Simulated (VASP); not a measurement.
# ZnS (P6_3mc) in VASP: further runs, part 2 of 3

VASP 6.6.1. Earlier steps stand in the parts before.

## Step 4: Single point, r2SCAN (strain +0.0150 x Voigt [0, 0, 1, 0, 0, 0])

Input file POSCAR:

```
ZnS
1.0
    3.8067217484      0.0000000000      0.0000000000
   -1.9033608742      3.2967177392      0.0000000000
    0.0000000000      0.0000000000      6.3394211792
Zn S
2 2
Direct
    0.3333333333      0.6666666667      0.0053880718
    0.6666666667      0.3333333333      0.5053880718
    0.3333333333      0.6666666667      0.3796119282
    0.6666666667      0.3333333333      0.8796119282
```

Input file INCAR.step1:

```
SYSTEM = ZnS
PREC = Accurate ; ENCUT = 520
ISMEAR = 0 ; SIGMA = 0.05
LREAL = .FALSE. ; LASPH = .TRUE.
NELM = 60 ; NBANDS = 26
GGA = PE ; ALGO = Normal
EDIFF = 1E-4 ; LWAVE = .TRUE.
LCHARG = .FALSE.
```

Input file INCAR.step2:

```
SYSTEM = ZnS
PREC = Accurate ; ENCUT = 520
EDIFF = 1E-6 ; ISMEAR = 0
SIGMA = 0.05 ; LREAL = .FALSE.
LASPH = .TRUE. ; NELM = 60
ALGO = Normal ; ISIF = 2
LWAVE = .FALSE. ; LCHARG = .TRUE.
METAGGA = R2SCAN ; LMIXTAU = .TRUE.
LELF = .TRUE. ; LVHAR = .TRUE.
NBANDS = 26 ; ISTART = 1
```

Input file KPOINTS:

```
Automatic mesh
0
G
  6 6 4
  0 0 0
```

Potentials or basis: VASP PAW PBE potentials, release 64 (Zn, S).

Command:

```
$ cat potpaw_PBE.64/Zn/POTCAR potpaw_PBE.64/S/POTCAR > POTCAR
$ cp INCAR.step1 INCAR
$ mpirun -np 1 vasp_std > vasp.out
$ cp INCAR.step2 INCAR
$ mpirun -np 1 vasp_std > vasp.out
```

OUTCAR:

```text
SYSTEM = ZnS
   PREC = Accurate
   ENCUT = 520
   EDIFF = 1E-6
   ISMEAR = 0
   LREAL = .FALSE.
   LASPH = .TRUE.
   NELM = 60
   ISIF = 2
   METAGGA = R2SCAN
   ISTART = 1

 ion  position               nearest neighbor table
   1  0.333  0.667  0.005-   4 2.34   4 2.34   4 2.34   3 2.37
   2  0.667  0.333  0.505-   3 2.34   3 2.34   3 2.34   4 2.37
   3  0.333  0.667  0.380-   2 2.34   2 2.34   2 2.34   1 2.37
   4  0.667  0.333  0.880-   1 2.34   1 2.34   1 2.34   2 2.37

  LATTYP: Found a hexagonal cell.
 ALAT       =     3.8067217484
 C/A-ratio  =     1.6653229729

  Lattice vectors:

 A1 = (   3.8067217484,   0.0000000000,   0.0000000000)
 A2 = (  -1.9033608742,   3.2967177392,   0.0000000000)
 A3 = (   0.0000000000,   0.0000000000,   6.3394211792)

Analysis of symmetry for initial positions (statically):
=====================================================================
 Subroutine PRICEL returns:
 Original cell was already a primitive cell.

 Routine SETGRP: Setting up the symmetry group for a
 hexagonal supercell.

 Subroutine GETGRP returns: Found 12 space group operations
 (whereof  6 operations were pure point group operations)
 out of a pool of 24 trial point group operations.

The static configuration has the point symmetry C_3v.
 The point group associated with its full space group is C_6v.

Analysis of symmetry for dynamics (positions and initial velocities):
=====================================================================
 Subroutine PRICEL returns:
 Original cell was already a primitive cell.

 Routine SETGRP: Setting up the symmetry group for a
 hexagonal supercell.

 Subroutine GETGRP returns: Found 12 space group operations
 (whereof  6 operations were pure point group operations)
 out of a pool of 24 trial point group operations.

The dynamic configuration has the point symmetry C_3v.
 The point group associated with its full space group is C_6v.

 Subroutine INISYM returns: Found 12 space group operations
 (whereof  6 operations are pure point group operations),
[... 115 lines left out ...]
     AMIX     =   0.40;   BMIX     =  1.00
     AMIX_MAG =   1.60;   BMIX_MAG =  1.00
  volume/ion in A,a.u.               =      19.89       134.22
  Fermi-wavevector in a.u.,A,eV,Ry     =   1.256844  2.375091 21.492548  1.579658
  Thomas-Fermi vector in A             =   2.390532
   LORBIT       =      0    0 simple, 1 ext, 2 COOP (PROOUT), +10 PAW based schemes
   METAGGA = R2SCAN    functional components
   LHFCALC =     F    Hartree Fock is set to
   AEXX    =    0.0000 exact exchange contribution
   IVDW    =     0    specifies the selected vdW correction
   LEPSILON=     F    determine dielectric tensor
   LRPA    =     F    only Hartree local field effects (RPA)
 non-spin polarized calculation
 Gauss-broadening in eV      SIGMA  =   0.05
  energy-cutoff  :      520.00
  volume of cell :       79.56
 maximum number of plane-waves:      2152
   NGX = 15   NGY = 15   NGZ = 23

 number of electron      35.9999967 magnetization

 Free energy of the ion-electron system (eV)
  ---------------------------------------------------
  ext. energy  EPLUGINS =         0.00000000
  ---------------------------------------------------
  free energy    TOTEN  =       -37.71156887 eV

  energy without entropy =      -37.71156887  energy(sigma->0) =      -37.71156887

 E-fermi :   2.0029     XC(G=0): -10.2360

 val. band max:        1.7943001079   @ k =   0.0000   0.0000   0.0000
 cond. band min:       4.4692050318   @ k =   0.0000   0.0000   0.0000
 fundamental gap:      2.6749049239
 Fermi energy:         2.0029467865

 k-point     1 :       0.0000    0.0000    0.0000
  band No.  band energies     occupation
      1     -11.8670      2.00000
      2     -10.9694      2.00000
      3      -4.6946      2.00000
      4      -4.6921      2.00000
      5      -4.6921      2.00000
      6      -4.6080      2.00000
[... 598 lines left out ...]
     25      12.0428      0.00000
     26      12.0428      0.00000

------------------------ aborting loop because EDIFF is reached ----------------------------------------

  FORCE on cell =-STRESS in cart. coord.  units (eV):
  Direction    XX          YY          ZZ          XY          YZ          ZX
  --------------------------------------------------------------------------------------
  -------------------------------------------------------------------------------------
  Total       -0.1881926     -0.1881926     -1.2446905      0.0000000      0.0000000      0.0000000
  in kB       -3.7899248     -3.7899248    -25.0662542      0.0000000      0.0000000      0.0000000
  external PRESSURE =     -10.8820346 kB  Pullay stress =       0.0000000 kB

 VOLUME and BASIS-vectors are now :
 -----------------------------------------------------------------------------
  energy-cutoff  :      520.00
  volume of cell :       79.56
      direct lattice vectors                 reciprocal lattice vectors
     3.806721748  0.000000000  0.000000000     0.262693222  0.151666002  0.000000000
    -1.903360874  3.296717739  0.000000000     0.000000000  0.303332004  0.000000000
     0.000000000  0.000000000  6.339421179     0.000000000  0.000000000  0.157743108

 POSITION                                       TOTAL-FORCE (eV/Angst)
 -----------------------------------------------------------------------------------
     -0.00000      2.19781      0.03416         0.000000     -0.000000      0.089778
      1.90336      1.09891      3.20387        -0.000000      0.000000      0.089778
     -0.00000      2.19781      2.40652        -0.000000      0.000000     -0.089778
      1.90336      1.09891      5.57623        -0.000000      0.000000     -0.089778
 -----------------------------------------------------------------------------------
    total drift:                               -0.000000      0.000000      0.052868

  FREE ENERGIE OF THE ION-ELECTRON SYSTEM (eV)
  ---------------------------------------------------
  free  energy   TOTEN  =       -37.7115688732 eV

  energy  without entropy=      -37.7115688732  energy(sigma->0) =      -37.71156887
```

OSZICAR.step1:

```text
N       E                     dE             d eps       ncg     rms          rms(c)
DAV:   1     0.243949460872E+03    0.24395E+03   -0.17171E+04  1092   0.168E+03
DAV:   2     0.962440938071E+01   -0.23433E+03   -0.22414E+03  1142   0.349E+02
DAV:   3    -0.139682702590E+02   -0.23593E+02   -0.23365E+02  1270   0.111E+02
DAV:   4    -0.145291539183E+02   -0.56088E+00   -0.55973E+00  1274   0.170E+01
DAV:   5    -0.145380478797E+02   -0.88940E-02   -0.88914E-02  1302   0.213E+00    0.961E+00
DAV:   6    -0.136901508210E+02    0.84790E+00   -0.16338E+00  1650   0.368E+01    0.741E+00
DAV:   7    -0.136858487114E+02    0.43021E-02   -0.12132E+00  1156   0.643E+00    0.340E+00
DAV:   8    -0.136795830739E+02    0.62656E-02   -0.35163E-02  1356   0.181E+00    0.948E-01
DAV:   9    -0.136801206001E+02   -0.53753E-03   -0.87850E-03  1488   0.132E+00    0.225E-01
DAV:  10    -0.136802707714E+02   -0.15017E-03   -0.60809E-04  1250   0.328E-01    0.921E-02
DAV:  11    -0.136804877173E+02   -0.21695E-03   -0.34104E-04  1072   0.121E-01    0.593E-02
DAV:  12    -0.136804866186E+02    0.10987E-05   -0.14129E-05   606   0.364E-02
   1 F= -.13680487E+02 E0= -.13680487E+02  d E =-.217654E-15
```

Wall time 2.9 min (1 thread of AMD EPYC 7R43 (Zen 3), shared host); peak memory 0.18 GiB.

Results:

| Property | Result |
| --- | --- |
| Free energy | -37.7116 eV |
| Pressure | -1.1 GPa |
| Largest force | 0.090 eV/Å |
| Band gap on the k mesh | 2.67 eV, direct |

Forces in eV/Å, atoms in the order of the input:
```
Zn   0.000  0.000  0.090
Zn   0.000  0.000  0.090
S    0.000  0.000 -0.090
S    0.000  0.000 -0.090
```

Caveat: the cell differs from its parent crystal (strain +0.0150 x Voigt [0, 0, 1, 0, 0, 0]); the PAW data sets were made with another functional, which shifts forces and pressure a little.

## Step 5: Single point, r2SCAN (strain +0.0200 x Voigt [0, 0, 1, 0, 0, 0])

Edit POSCAR of step 4 so:

```diff
@@ -4,3 +4,3 @@
    -1.9033608742      3.2967177392      0.0000000000
-    0.0000000000      0.0000000000      6.3394211792
+    0.0000000000      0.0000000000      6.3706498549
 Zn S
```

Input file INCAR.step1:

```
SYSTEM = ZnS
PREC = Accurate ; ENCUT = 520
ISMEAR = 0 ; SIGMA = 0.05
LREAL = .False. ; LASPH = .True.
NELM = 60 ; NBANDS = 26
GGA = PE ; ALGO = Normal
EDIFF = 1E-4 ; LWAVE = .True.
LCHARG = .False.
```

Input file INCAR.step2:

```
SYSTEM = ZnS
PREC = Accurate ; ENCUT = 520
EDIFF = 1E-6 ; ISMEAR = 0
SIGMA = 0.05 ; LREAL = .False.
LASPH = .True. ; NELM = 60
ALGO = Normal ; ISIF = 2
LWAVE = .False. ; LCHARG = .False.
METAGGA = R2SCAN ; LMIXTAU = .True.
NBANDS = 26 ; ISTART = 1
```

Input file KPOINTS:

```
Automatic mesh
0
Gamma
  6 6 4
  0 0 0
```

Potentials or basis: VASP PAW PBE potentials, release 64 (Zn, S).

Command:

```
$ cat potpaw_PBE.64/Zn/POTCAR potpaw_PBE.64/S/POTCAR > POTCAR
$ cp INCAR.step1 INCAR
$ mpirun -np 1 vasp_std > vasp.out
$ cp INCAR.step2 INCAR
$ mpirun -np 1 vasp_std > vasp.out
```

OUTCAR:

```text
SYSTEM = ZnS
   PREC = Accurate
   ENCUT = 520
   EDIFF = 1E-6
   ISMEAR = 0
   LREAL = .False.
   LASPH = .True.
   NELM = 60
   ISIF = 2
   METAGGA = R2SCAN
   ISTART = 1

 ion  position               nearest neighbor table
   1  0.333  0.667  0.005-   4 2.34   4 2.34   4 2.34   3 2.38
   2  0.667  0.333  0.505-   3 2.34   3 2.34   3 2.34   4 2.38
   3  0.333  0.667  0.380-   2 2.34   2 2.34   2 2.34   1 2.38
   4  0.667  0.333  0.880-   1 2.34   1 2.34   1 2.34   2 2.38

  LATTYP: Found a hexagonal cell.
 ALAT       =     3.8067217484
[... 804 lines left out ...]
  --------------------------------------------------------------------------------------
  -------------------------------------------------------------------------------------
  Total       -0.2552010     -0.2552010     -1.6264693      0.0000000     -0.0000000      0.0000000
  in kB       -5.1141830     -5.1141830    -32.5941612      0.0000000     -0.0000000      0.0000000
  external PRESSURE =     -14.2741757 kB  Pullay stress =       0.0000000 kB

 VOLUME and BASIS-vectors are now :
 -----------------------------------------------------------------------------
  energy-cutoff  :      520.00
  volume of cell :       79.95
      direct lattice vectors                 reciprocal lattice vectors
     3.806721748  0.000000000  0.000000000     0.262693222  0.151666002  0.000000000
    -1.903360874  3.296717739  0.000000000     0.000000000  0.303332004  0.000000000
     0.000000000  0.000000000  6.370649855     0.000000000  0.000000000  0.156969858

 POSITION                                       TOTAL-FORCE (eV/Angst)
 -----------------------------------------------------------------------------------
     -0.00000      2.19781      0.03433        -0.000000      0.000000      0.109662
      1.90336      1.09891      3.21965         0.000000      0.000000      0.109662
     -0.00000      2.19781      2.41837        -0.000000      0.000000     -0.109662
      1.90336      1.09891      5.60370        -0.000000     -0.000000     -0.109662
 -----------------------------------------------------------------------------------
    total drift:                               -0.000000      0.000000      0.055257

  FREE ENERGIE OF THE ION-ELECTRON SYSTEM (eV)
  ---------------------------------------------------
  free  energy   TOTEN  =       -37.7043829790 eV

  energy  without entropy=      -37.7043829790  energy(sigma->0) =      -37.70438298
```

OUTCAR.step1:

```text
SYSTEM = ZnS
   PREC = Accurate
   ENCUT = 520
   ISMEAR = 0
   LREAL = .False.
   LASPH = .True.
   NELM = 60
[... 833 lines left out ...]
      1.90336      1.09891      3.21965        -0.000000     -0.000000      0.107421
     -0.00000      2.19781      2.41837         0.000000     -0.000000     -0.107421
      1.90336      1.09891      5.60370         0.000000      0.000000     -0.107421
 -----------------------------------------------------------------------------------
    total drift:                               -0.000000     -0.000000      0.001415

  FREE ENERGIE OF THE ION-ELECTRON SYSTEM (eV)
  ---------------------------------------------------
  free  energy   TOTEN  =       -13.6793001627 eV

  energy  without entropy=      -13.6793001627  energy(sigma->0) =      -13.67930016
```

OSZICAR.step1:

```text
N       E                     dE             d eps       ncg     rms          rms(c)
DAV:   1     0.242755982941E+03    0.24276E+03   -0.16929E+04  1092   0.166E+03
DAV:   2     0.104074271993E+02   -0.23235E+03   -0.22193E+03  1124   0.351E+02
DAV:   3    -0.139519396908E+02   -0.24359E+02   -0.24117E+02  1344   0.112E+02
DAV:   4    -0.145286072910E+02   -0.57667E+00   -0.57546E+00  1244   0.176E+01
DAV:   5    -0.145376454118E+02   -0.90381E-02   -0.90358E-02  1350   0.214E+00    0.954E+00
DAV:   6    -0.136888690317E+02    0.84878E+00   -0.16337E+00  1644   0.367E+01    0.736E+00
DAV:   7    -0.136844759409E+02    0.43931E-02   -0.12009E+00  1156   0.640E+00    0.338E+00
DAV:   8    -0.136783634284E+02    0.61125E-02   -0.35362E-02  1334   0.184E+00    0.935E-01
DAV:   9    -0.136789301878E+02   -0.56676E-03   -0.86166E-03  1490   0.133E+00    0.224E-01
DAV:  10    -0.136790830546E+02   -0.15287E-03   -0.61975E-04  1252   0.327E-01    0.918E-02
DAV:  11    -0.136793013051E+02   -0.21825E-03   -0.34548E-04  1088   0.120E-01    0.586E-02
DAV:  12    -0.136793001627E+02    0.11424E-05   -0.13441E-05   604   0.340E-02
   1 F= -.13679300E+02 E0= -.13679300E+02  d E =-.113561E-15
```

Run time: 3.7 min. Hardware: 1 thread of AMD EPYC 7R43 (Zen 3), shared host; peak memory 0.17 GiB.

Results:

| Property | Result |
| --- | --- |
| Free energy | -37.7044 eV |
| Pressure | -1.4 GPa |
| Largest force | 0.110 eV/Å |
| Band gap on the k mesh | 2.64 eV, direct |

Forces in eV/Å, atoms in the order of the input:
```
Zn   0.000  0.000  0.110
Zn   0.000  0.000  0.110
S    0.000  0.000 -0.110
S    0.000  0.000 -0.110
```

Caveat: the cell differs from its parent crystal (strain +0.0200 x Voigt [0, 0, 1, 0, 0, 0]); the PAW data sets were made with another functional, which shifts forces and pressure a little.

(Continued in part 3 of 3.)
